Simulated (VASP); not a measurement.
The system is MoSe.

```xyz
2
Lattice="0.0000 2.7088 2.7088 2.7088 0.0000 2.7088 2.7088 2.7088 0.0000" Properties=species:S:1:pos:R:3 pbc="T T T"
Mo    0.0000    0.0000    0.0000
Se    1.3544    1.3544    1.3544
```

* Program: VASP 6.6.1
* Task: relaxation of cell and atoms
* Functional: PBE
* Potentials or basis: VASP PAW PBE potentials, release 64 (Mo_sv, Se)
* Cutoff: 600 eV
* k mesh: 6 × 6 × 6
* Occupations: gaussian, width 0.1 eV
* Spin: collinear spin
* Starting moments: [2.22, 0.0] μB
* Hubbard terms: Mo d U = 4.38 eV

At the start: pressure 27.2 GPa; volume 19.88 Å³/atom.

Question: Where does the relaxation end?

Answer: Over 3 steps the energy falls by 759.3 meV/atom and the volume is 29.96 Å³/atom (+50.8 %); space group F-43m (No. 216, to 0.1 Å) before and after; moment 4.00 μB per cell.

Step by step:
| step | energy change (eV) | largest force (eV/Å) | pressure (GPa) | volume (Å³) |
| --- | --- | --- | --- | --- |
| 1 | 0.0000 | 0.0000 | 27.17 | 39.75 |
| 2 | -1.5008 | 0.0000 | -2.04 | 62.47 |
| 3 | -1.5186 | 0.0000 | -0.13 | 59.93 |

Final structure:
```
Mo Se
1.0
     0.00000    3.10599    3.10599
     3.10599    0.00000    3.10599
     3.10599    3.10599    0.00000
Mo Se
1 1
Direct
  0.00000 0.00000 0.00000
  0.25000 0.25000 0.25000
```

Caveat: the volume moved by over 15 % at a fixed basis, so the end points are rough.
